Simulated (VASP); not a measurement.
# LiY3 (P1) in VASP: a series of runs, part 2 of 2

VASP 6.6.1. Earlier steps stand in the parts before.

## Step 4: Single point, PBE

Input file INCAR:

```
PREC = Accurate
ENCUT = 520
EDIFF = 1E-6
ISMEAR = -1
SIGMA = 0.05
LREAL = F
LASPH = T
NELM = 100
ALGO = Normal
ISIF = 2
LWAVE = F
LCHARG = F
GGA = PE
NBANDS = 26
```

Input file KPOINTS:

```
Automatic mesh
0
Gamma
  3 3 3
```

Input file POSCAR:

```
LiY3
1.0
    4.9197100000      0.0000000000      0.0000000000
    0.0000000000      4.9197100000      0.0000000000
    0.0000000000      0.0000000000      4.9197100000
Li Y
1 3
Direct
    0.0441200000      0.9808300000      0.9994900000
    0.4840952803      0.5238000000      0.9626300000
    0.4699700000      0.9966800000      0.5034800000
    0.9885600000      0.5416300000      0.4928600000
```

Potentials or basis: VASP PAW PBE potentials, release 64 (Li_sv, Y_sv).

Started as:

```bash
$ cat potpaw_PBE.64/Li_sv/POTCAR potpaw_PBE.64/Y_sv/POTCAR > POTCAR
$ mpirun -np 1 vasp_std > vasp.out
```

OUTCAR:

```text
PREC = Accurate
   ENCUT = 520
   EDIFF = 1E-6
   ISMEAR = -1
   LREAL = F
   LASPH = T
   NELM = 100
   ISIF = 2
   GGA = PE

 ion  position               nearest neighbor table
   1  0.044  0.981  0.999-   2 3.13   3 3.22   3 3.25   4 3.26   4 3.31   2 3.44
   2  0.484  0.524  0.963-   1 3.13   3 3.24   4 3.36   4 3.39   3 3.44   1 3.44   3 3.54   4 3.57
                             4 3.60   3 3.72
   3  0.470  0.997  0.503-   1 3.22   2 3.24   1 3.25   4 3.26   4 3.39   2 3.44   2 3.54   4 3.58
                             4 3.70   2 3.72
   4  0.989  0.542  0.493-   3 3.26   1 3.26   1 3.31   2 3.36   2 3.39   3 3.39   2 3.57   3 3.58
                             2 3.60   3 3.70

  LATTYP: Found a simple cubic cell.
 ALAT       =     4.9197100000

  Lattice vectors:

 A1 = (   4.9197100000,   0.0000000000,   0.0000000000)
 A2 = (   0.0000000000,   4.9197100000,   0.0000000000)
 A3 = (   0.0000000000,   0.0000000000,   4.9197100000)

Analysis of symmetry for initial positions (statically):
=====================================================================
 Subroutine PRICEL returns:
 Original cell was already a primitive cell.

 Routine SETGRP: Setting up the symmetry group for a
[... 162 lines left out ...]

 val. band max:        2.4760491912   @ k =  -0.3333  -0.3333   0.3333
 cond. band min:       2.5192035121   @ k =   0.3333   0.0000   0.0000
 fundamental gap:      0.0431543209
 Fermi energy:         2.5104290264

 k-point     1 :       0.0000    0.0000    0.0000
  band No.  band energies     occupation
      1     -42.9114      2.00000
      2     -40.2545      2.00000
      3     -40.1555      2.00000
      4     -40.1424      2.00000
      5     -20.4866      2.00000
      6     -20.4637      2.00000
[... 395 lines left out ...]
     25       5.2783      0.00000
     26       5.7821      0.00000

------------------------ aborting loop because EDIFF is reached ----------------------------------------

  FORCE on cell =-STRESS in cart. coord.  units (eV):
  Direction    XX          YY          ZZ          XY          YZ          ZX
  --------------------------------------------------------------------------------------
  -------------------------------------------------------------------------------------
  Total        0.8611803      0.5339225      0.6508982     -0.0188225     -0.2430084      0.0142314
  in kB       11.5874048      7.1840655      8.7580035     -0.2532616     -3.2697404      0.1914867
  external PRESSURE =       9.1764913 kB  Pullay stress =       0.0000000 kB

 VOLUME and BASIS-vectors are now :
 -----------------------------------------------------------------------------
  energy-cutoff  :      520.00
  volume of cell :      119.07
      direct lattice vectors                 reciprocal lattice vectors
     4.919710000  0.000000000  0.000000000     0.203264014  0.000000000  0.000000000
     0.000000000  4.919710000  0.000000000     0.000000000  0.203264014  0.000000000
     0.000000000  0.000000000  4.919710000     0.000000000  0.000000000  0.203264014

 POSITION                                       TOTAL-FORCE (eV/Angst)
 -----------------------------------------------------------------------------------
      0.21706      4.82540      4.91720        -0.547163      0.326160     -0.132413
      2.38161      2.57694      4.73586         0.273133     -0.475541      0.956876
      2.31212      4.90338      2.47698         0.359211      0.740653     -0.443990
      4.86343      2.66466      2.42473        -0.085182     -0.591273     -0.380473
 -----------------------------------------------------------------------------------
    total drift:                                0.000221     -0.000057      0.000146

  FREE ENERGIE OF THE ION-ELECTRON SYSTEM (eV)
  ---------------------------------------------------
  free  energy   TOTEN  =       -20.0920667269 eV

  energy  without entropy=      -20.0153894744  energy(sigma->0) =      -20.05372810
```

OSZICAR:

```text
N       E                     dE             d eps       ncg     rms          rms(c)
DAV:   1     0.178746476158E+03    0.17875E+03   -0.16748E+04   728   0.129E+03
DAV:   2    -0.950091145517E+00   -0.17970E+03   -0.17499E+03   852   0.315E+02
DAV:   3    -0.200949702028E+02   -0.19145E+02   -0.18803E+02  1378   0.555E+01
DAV:   4    -0.211762679458E+02   -0.10813E+01   -0.10789E+01  1000   0.161E+01
DAV:   5    -0.212142209314E+02   -0.37953E-01   -0.37941E-01  1158   0.267E+00    0.369E+01
DAV:   6    -0.201935723014E+02    0.10206E+01   -0.22112E+00   768   0.575E+00    0.228E+01
DAV:   7    -0.201095510447E+02    0.84021E-01   -0.20323E+00  1048   0.566E+00    0.280E+00
DAV:   8    -0.200933593466E+02    0.16192E-01   -0.24679E-01   908   0.220E+00    0.131E+00
DAV:   9    -0.200922156685E+02    0.11437E-02   -0.24907E-02  1064   0.924E-01    0.324E-01
DAV:  10    -0.200920970448E+02    0.11862E-03   -0.25529E-03  1160   0.250E-01    0.703E-02
DAV:  11    -0.200920681335E+02    0.28911E-04   -0.18712E-04  1096   0.767E-02    0.221E-02
DAV:  12    -0.200920665491E+02    0.15843E-05   -0.16909E-05  1088   0.247E-02    0.100E-02
DAV:  13    -0.200920667269E+02   -0.17777E-06   -0.15096E-06   594   0.748E-03
   1 F= -.20092067E+02 E0= -.20053728E+02  d E =-.766773E-01
```

stdout:

```text
POSCAR found type information on POSCAR LiY
 POSCAR found :  2 types and       4 ions
 scaLAPACK will be used
 LDA part: xc-table for (Slater+PW92), standard interpolation
 POSCAR, INCAR and KPOINTS ok, starting setup
 FFT: planning ... GRIDC
 FFT: planning ... GRID_SOFT
 FFT: planning ... GRID
 WAVECAR not read
 entering main loop
```

Run time: 98 s. Hardware: 1 thread of Intel Xeon 8259CL, shared host; peak memory 0.26 GiB.

What came out:

| Property | Result |
| --- | --- |
| Free energy | -20.0921 eV |
| Largest force | 1.103 eV/Å |
| Band gap on the k mesh | zero (bands 18 and 19 overlap by 0.27 eV) |

Forces on the atoms (eV/Å):
```
Li  -0.547  0.326 -0.132
Y    0.273 -0.476  0.957
Y    0.359  0.741 -0.444
Y   -0.085 -0.591 -0.380
```

Levels at points of the mesh, in eV from the Fermi level:
```tsv
k point	band 16	band 17	band 18	band 19	band 20	band 21
(0.00, 0.00, 0.00)	-0.75	-0.70	-0.34	-0.31	-0.25	1.92
```

Caveat: the k points lie up to 0.43 Å⁻¹ apart; the cutoff is under 1.25 times the usual one of these potentials, so pressure, stress and relaxed cells hold a basis-set (Pulay) error; forces of over 1 eV/Å act on the atoms, so gaps and moduli don't describe the material at rest.

## Step 5: Single point, PBE

Input file INCAR:

```
SYSTEM = LiY3
PREC = Accurate
ENCUT = 520
EDIFF = 1E-7
ISMEAR = -1
SIGMA = 0.05
LREAL = .False.
LASPH = .True.
NELM = 100
ALGO = Normal
ISIF = 2
LWAVE = .False.
LCHARG = .False.
GGA = PE
NBANDS = 26
```

Input file KPOINTS:

```
regular mesh
0
Gamma
  3 3 3
  0 0 0
```

POSCAR: that of step 4 with these lines changed.

```diff
@@ -9,3 +9,3 @@
     0.0441200000      0.9808300000      0.9994900000
-    0.4840952803      0.5238000000      0.9626300000
+    0.4759647197      0.5238000000      0.9626300000
     0.4699700000      0.9966800000      0.5034800000
```

Potentials or basis: VASP PAW PBE potentials, release 64 (Li_sv, Y_sv).

Started as:

```bash
$ cat potpaw_PBE.64/Li_sv/POTCAR potpaw_PBE.64/Y_sv/POTCAR > POTCAR
$ mpirun -np 1 vasp_std > vasp.out
```

OUTCAR:

```text
SYSTEM = LiY3
   PREC = Accurate
   ENCUT = 520
   EDIFF = 1E-7
   ISMEAR = -1
   LREAL = .False.
   LASPH = .True.
   NELM = 100
   ISIF = 2
   GGA = PE

 ion  position               nearest neighbor table
   1  0.044  0.981  0.999-   2 3.10   3 3.22   3 3.25   4 3.26   4 3.31   2 3.42
   2  0.476  0.524  0.963-   1 3.10   3 3.24   4 3.33   1 3.42   4 3.42   3 3.44   3 3.53   4 3.54
                             4 3.63   3 3.72
   3  0.470  0.997  0.503-   1 3.22   2 3.24   1 3.25   4 3.26   4 3.39   2 3.44   2 3.53   4 3.58
                             4 3.70   2 3.72
   4  0.989  0.542  0.493-   3 3.26   1 3.26   1 3.31   2 3.33   3 3.39   2 3.42   2 3.54   3 3.58
                             2 3.63   3 3.70

  LATTYP: Found a simple cubic cell.
 ALAT       =     4.9197100000

  Lattice vectors:

 A1 = (   4.9197100000,   0.0000000000,   0.0000000000)
 A2 = (   0.0000000000,   4.9197100000,   0.0000000000)
 A3 = (   0.0000000000,   0.0000000000,   4.9197100000)

Analysis of symmetry for initial positions (statically):
=====================================================================
 Subroutine PRICEL returns:
 Original cell was already a primitive cell.

 Routine SETGRP: Setting up the symmetry group for a
 simple cubic supercell.

 Subroutine GETGRP returns: Found  1 space group operations
 (whereof  1 operations were pure point group operations)
 out of a pool of 48 trial point group operations.

The static configuration has the point symmetry C_1 .

Analysis of symmetry for dynamics (positions and initial velocities):
=====================================================================
 Subroutine PRICEL returns:
 Original cell was already a primitive cell.

 Routine SETGRP: Setting up the symmetry group for a
 simple cubic supercell.

 Subroutine GETGRP returns: Found  1 space group operations
 (whereof  1 operations were pure point group operations)
 out of a pool of 48 trial point group operations.

The dynamic configuration has the point symmetry C_1 .
[... 110 lines left out ...]
   IMIX   =      4    mixing-type and parameters
     AMIX     =   0.40;   BMIX     =  1.00
     AMIX_MAG =   1.60;   BMIX_MAG =  1.00
  volume/ion in A,a.u.               =      29.77       200.89
  Fermi-wavevector in a.u.,A,eV,Ry     =   1.098760  2.076355 16.425953  1.207273
  Thomas-Fermi vector in A             =   2.235143
   LORBIT       =      0    0 simple, 1 ext, 2 COOP (PROOUT), +10 PAW based schemes
   GGA     = PE    functional components
   LHFCALC =     F    Hartree Fock is set to
   AEXX    =    0.0000 exact exchange contribution
   IVDW    =     0    specifies the selected vdW correction
   LEPSILON=     F    determine dielectric tensor
   LRPA    =     F    only Hartree local field effects (RPA)
 non-spin polarized calculation
  energy-cutoff  :      520.00
  volume of cell :      119.07
 maximum number of plane-waves:      3235
 NGX is ok and might be reduce to    40
   NGX = 19   NGY = 19   NGZ = 19

 number of electron      35.9999999 magnetization

 Free energy of the ion-electron system (eV)
  ---------------------------------------------------
  ext. energy  EPLUGINS =         0.00000000
  ---------------------------------------------------
  free energy    TOTEN  =       -20.07940410 eV

  energy without entropy =      -20.00256457  energy(sigma->0) =      -20.04098434

 E-fermi :   2.5075     XC(G=0):  -8.9899

 val. band max:        2.4684721134   @ k =  -0.3333  -0.3333   0.3333
 cond. band min:       2.5154617505   @ k =   0.0000   0.3333   0.0000
 fundamental gap:      0.0469896371
 Fermi energy:         2.5074768285

 k-point     1 :       0.0000    0.0000    0.0000
  band No.  band energies     occupation
      1     -42.9072      2.00000
      2     -40.2536      2.00000
      3     -40.1537      2.00000
      4     -40.1415      2.00000
      5     -20.4865      2.00000
      6     -20.4631      2.00000
[... 395 lines left out ...]
     25       5.2665      0.00000
     26       5.6841      0.00000

------------------------ aborting loop because EDIFF is reached ----------------------------------------

  FORCE on cell =-STRESS in cart. coord.  units (eV):
  Direction    XX          YY          ZZ          XY          YZ          ZX
  --------------------------------------------------------------------------------------
  -------------------------------------------------------------------------------------
  Total        0.8664100      0.6291141      0.6963748     -0.0746135     -0.2454504      0.0385187
  in kB       11.6577706      8.4648934      9.3699030     -1.0039435     -3.3025982      0.5182796
  external PRESSURE =       9.8308557 kB  Pullay stress =       0.0000000 kB

 VOLUME and BASIS-vectors are now :
 -----------------------------------------------------------------------------
  energy-cutoff  :      520.00
  volume of cell :      119.07
      direct lattice vectors                 reciprocal lattice vectors
     4.919710000  0.000000000  0.000000000     0.203264014  0.000000000  0.000000000
     0.000000000  4.919710000  0.000000000     0.000000000  0.203264014  0.000000000
     0.000000000  0.000000000  4.919710000     0.000000000  0.000000000  0.203264014

 POSITION                                       TOTAL-FORCE (eV/Angst)
 -----------------------------------------------------------------------------------
      0.21706      4.82540      4.91720        -0.570739      0.333290     -0.134123
      2.34161      2.57694      4.73586         0.360670     -0.487666      0.958756
      2.31212      4.90338      2.47698         0.386163      0.749179     -0.442379
      4.86343      2.66466      2.42473        -0.176094     -0.594803     -0.382254
 -----------------------------------------------------------------------------------
    total drift:                                0.000069     -0.000052      0.000024

  FREE ENERGIE OF THE ION-ELECTRON SYSTEM (eV)
  ---------------------------------------------------
  free  energy   TOTEN  =       -20.0794041012 eV

  energy  without entropy=      -20.0025645708  energy(sigma->0) =      -20.04098434
```

OSZICAR:

```text
N       E                     dE             d eps       ncg     rms          rms(c)
DAV:   1     0.178455020829E+03    0.17846E+03   -0.16755E+04   728   0.129E+03
DAV:   2    -0.839764333699E+00   -0.17929E+03   -0.17460E+03   844   0.315E+02
DAV:   3    -0.201076773604E+02   -0.19268E+02   -0.18918E+02  1396   0.555E+01
DAV:   4    -0.211705829004E+02   -0.10629E+01   -0.10605E+01  1000   0.160E+01
DAV:   5    -0.212083125683E+02   -0.37730E-01   -0.37717E-01  1140   0.264E+00    0.370E+01
DAV:   6    -0.201802936069E+02    0.10280E+01   -0.22180E+00   766   0.580E+00    0.228E+01
DAV:   7    -0.200962674352E+02    0.84026E-01   -0.20335E+00  1040   0.566E+00    0.284E+00
DAV:   8    -0.200805619763E+02    0.15705E-01   -0.25443E-01   896   0.222E+00    0.130E+00
DAV:   9    -0.200795669515E+02    0.99502E-03   -0.23630E-02  1052   0.903E-01    0.333E-01
DAV:  10    -0.200794372915E+02    0.12966E-03   -0.27660E-03  1128   0.257E-01    0.705E-02
DAV:  11    -0.200794056339E+02    0.31658E-04   -0.20605E-04  1072   0.777E-02    0.220E-02
DAV:  12    -0.200794042852E+02    0.13486E-05   -0.16652E-05  1072   0.244E-02    0.102E-02
DAV:  13    -0.200794044956E+02   -0.21034E-06   -0.19628E-06  1096   0.777E-03    0.425E-03
DAV:  14    -0.200794041579E+02    0.33764E-06   -0.23814E-07   686   0.306E-03    0.864E-04
DAV:  15    -0.200794041012E+02    0.56764E-07   -0.29578E-08   442   0.129E-03
   1 F= -.20079404E+02 E0= -.20040984E+02  d E =-.768395E-01
```

Run time: 90 s. Hardware: 1 thread of Intel Xeon 8259CL, shared host; peak memory 0.26 GiB.

What came out:

- Free energy: -20.0794 eV
- Largest force: 1.135 eV/Å
- Band gap on the k mesh: zero (bands 18 and 19 overlap by 0.26 eV)

Forces on the atoms (eV/Å):
```
Li  -0.571  0.333 -0.134
Y    0.361 -0.488  0.959
Y    0.386  0.749 -0.442
Y   -0.176 -0.595 -0.382
```

Levels at points of the mesh, in eV from the Fermi level:
| k point | band 16 | band 17 | band 18 | band 19 | band 20 | band 21 |
| --- | --- | --- | --- | --- | --- | --- |
| (0.00, 0.00, 0.00) | -0.75 | -0.70 | -0.34 | -0.30 | -0.25 | 1.92 |

Caveat: the k points lie up to 0.43 Å⁻¹ apart; the cutoff is under 1.25 times the usual one of these potentials, so pressure, stress and relaxed cells hold a basis-set (Pulay) error; forces of over 1 eV/Å act on the atoms, so gaps and moduli don't describe the material at rest.

## Step 6: Single point, PBE

This run uses another cell than the first one, of 29.92 Å³/atom.

Input file INCAR:

```
PREC = Accurate
ENCUT = 520
EDIFF = 1E-6
ISMEAR = -1
SIGMA = 0.05
LREAL = F
LASPH = T
NELM = 80
ALGO = Normal
ISIF = 2
LWAVE = F
LCHARG = F
GGA = PE
NBANDS = 26
```

Input file KPOINTS:

```
Automatic mesh
0
Gamma
  3 3 3
```

Input file POSCAR:

```
LiY3
1.0
    4.9278958886      0.0000000000      0.0000000000
    0.0000000000      4.9278958886      0.0000000000
    0.0000000000      0.0000000000      4.9278958886
Li Y
1 3
Direct
    0.0441200000      0.9808300000      0.9994900000
    0.4800300000      0.5238000000      0.9626300000
    0.4699700000      0.9966800000      0.5034800000
    0.9885600000      0.5416300000      0.4928600000
```

Potentials or basis: VASP PAW PBE potentials, release 64 (Li_sv, Y_sv).

Started as:

```bash
$ cat potpaw_PBE.64/Li_sv/POTCAR potpaw_PBE.64/Y_sv/POTCAR > POTCAR
$ mpirun -np 1 vasp_std > vasp.out
```

It took 80 s on 1 thread of Intel Xeon 8259CL, shared host; peak memory 0.26 GiB.

The run converged. Its results:

| Item | Value |
| --- | --- |
| Free energy | -20.0895 eV |
| Largest force | 1.104 eV/Å |
| Band gap on the k mesh | zero (bands 18 and 19 overlap by 0.26 eV) |

Forces in eV/Å, atoms in the order of the input:
```
Li  -0.551  0.324 -0.134
Y    0.310 -0.473  0.948
Y    0.367  0.736 -0.439
Y   -0.126 -0.586 -0.376
```

Levels at points of the mesh, in eV from the Fermi level:
| k point | band 14 | band 15 | band 16 | band 17 | band 18 | band 19 | band 20 | band 21 | band 22 | band 23 |
| --- | --- | --- | --- | --- | --- | --- | --- | --- | --- | --- |
| (0.00, 0.00, 0.00) | -4.41 | -1.83 | -0.75 | -0.70 | -0.33 | -0.30 | -0.25 | 1.91 | 2.01 | 2.11 |

Caveat: the k points lie up to 0.43 Å⁻¹ apart; the cutoff is under 1.25 times the usual one of these potentials, so pressure, stress and relaxed cells hold a basis-set (Pulay) error; forces of over 1 eV/Å act on the atoms, so gaps and moduli don't describe the material at rest.

## Step 7: Summary

```csv
cell,gap on the mesh (eV),largest force (eV/Å)
"a = 4.920 Å, 4 atoms, atomic positions A",none,1.11
"a = 4.920 Å, 4 atoms, atomic positions B",none,1.12
"a = 4.920 Å, 4 atoms, atomic positions C",none,1.10
"a = 4.920 Å, 4 atoms, atomic positions D",none,1.13
"a = 4.928 Å, 4 atoms, atomic positions E",none,1.10
```

Alike in all rows: task single point; level PBE; potentials or basis VASP PAW PBE potentials, release 64 (Li_sv, Y_sv); no spin polarisation; k mesh 3 × 3 × 3; cutoff (eV) 520; smearing fermi-dirac 0.05 eV.

Caveats: all runs use coarse meshes; the cutoff is under 1.25 times the usual one of these potentials, so pressure, stress and relaxed cells hold a basis-set (Pulay) error; forces of over 1 eV/Å act on the atoms, so gaps and moduli don't describe the material at rest.

Absolute energies hang on the potentials; compare differences alone.

The gap in the log of VASP goes by the Fermi energy; the results here count the filled bands.